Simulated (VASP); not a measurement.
Write the native input for VASP 6.6.1 that does the following.

```yaml
Task: single point
Functional: LDA
Potentials_or_basis: VASP PAW LDA potentials, release 64 (Y_sv, Sb)
Cutoff: 520 eV
k_mesh: 12 × 12 × 12
Occupations: fermi-dirac, width 0.1 eV
Spin: no spin polarisation
Dipole_correction: no
Further_INCAR_settings: ALGO = Normal; EDIFF = 1e-06; NBANDS = 15
```

The structure of YSb (zincblende type) lies in POSCAR:

```
YSb
1.0
    0.0000000000      3.0853033667      3.0853033667
    3.0853033667      0.0000000000      3.0853033667
    3.0853033667      3.0853033667      0.0000000000
Y Sb
1 1
Direct
    0.0000000000      0.0000000000      0.0000000000
    0.2500000000      0.2500000000      0.2500000000
```

This cell differs from its parent crystal: volume scaled by 0.75.

These files were run (other wordings do the same):

INCAR

```
PREC     = Accurate       # precision mode
ENCUT    = 520            # plane-wave cutoff, eV
EDIFF    = 1E-6           # SCF threshold, eV
ISMEAR   = -1             # smearing method
SIGMA    = 0.1            # smearing width, eV
LREAL    = F              # projectors in reciprocal space
LASPH    = T              # aspherical terms in the spheres
NELM     = 80             # most SCF steps
ALGO     = Normal         # electronic algorithm
ISIF     = 2              # what is computed and relaxed
LWAVE    = F              # write WAVECAR
LCHARG   = T              # write CHGCAR
LELF     = T              # ELF
LVHAR    = T            
NBANDS   = 15             # bands
```

KPOINTS

```
Automatic mesh
0
Gamma
  12 12 12
```

Potentials or basis: VASP PAW LDA potentials, release 64 (Y_sv, Sb).

Command:

```console
$ cat potpaw_LDA.64/Y_sv/POTCAR potpaw_LDA.64/Sb/POTCAR > POTCAR
$ mpirun -np 1 vasp_std > vasp.out
```

Results of the run:

```yaml
Pressure: 21.3 GPa
Band_gap_on_the_k_mesh: 0.75 eV, direct
```

Caveat: spin-orbit coupling is left out, which moves the levels of the heavy elements.

It took 85 s on 1 thread of Intel Xeon 6975P-C (shared host), peak memory 0.22 GiB.
